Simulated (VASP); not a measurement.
Here is a VASP 6.6.1 calculation.

The input INCAR:

```
SYSTEM = SiGe4W
ALGO = Normal
EDIFF = 1E-6
EDIFFG = -0.04
ENCUT = 600
GGA = PE
IBRION = 2
ISIF = 3
ISMEAR = 0
LASPH = .True.
LCHARG = .False.
LREAL = .False.
LWAVE = .False.
NELM = 60
NSW = 90
PREC = Accurate
SIGMA = 0.1
```

The input KPOINTS:

```
k-points
0
Gamma
  6 6 2
  0 0 0
```

The input POSCAR:

```
SiGe4W
1.0
    3.7276773600      0.0000000000      0.0000000000
   -1.8638386800      3.2282632900      0.0000000000
    0.0000000000      0.0000000000      7.9690024700
Si Ge W
1 4 1
Direct
    0.0000000000      0.0000000000      0.0000000000
    0.3333333300      0.6666666700      0.7407687300
    0.3333333300      0.6666666700      0.2592312700
    0.6666666700      0.3333333300      0.7407687300
    0.6666666700      0.3333333300      0.2592312700
    0.0000000000      0.0000000000      0.5000000000
```

Potentials or basis: VASP PAW PBE potentials, release 64 (Si, Ge_d, W_sv).

Command:

```bash
$ cat potpaw_PBE.64/Si/POTCAR potpaw_PBE.64/Ge_d/POTCAR potpaw_PBE.64/W_sv/POTCAR > POTCAR
$ mpirun -np 1 vasp_std > vasp.out
```

**Question.** Estimate the band gap on the k mesh.

**Answer.** Zero (bands 37 and 38 overlap by 2.09 eV).

**Question.** Predict the relaxed volume.

**Answer.** 17.65 Å³/atom.

Stress tensor (GPa, compression positive):
```
-0.07  0.00  0.00
 0.00 -0.07  0.00
 0.00  0.00  0.01
```

Caveat: the k points lie up to 0.64 Å⁻¹ apart in the final cell, too coarse for converged energies and pressures of a metal; a cell axis changed by over 15 % at a fixed basis, so the end point is rough; spin-orbit coupling is left out, which moves the levels of the heavy elements.
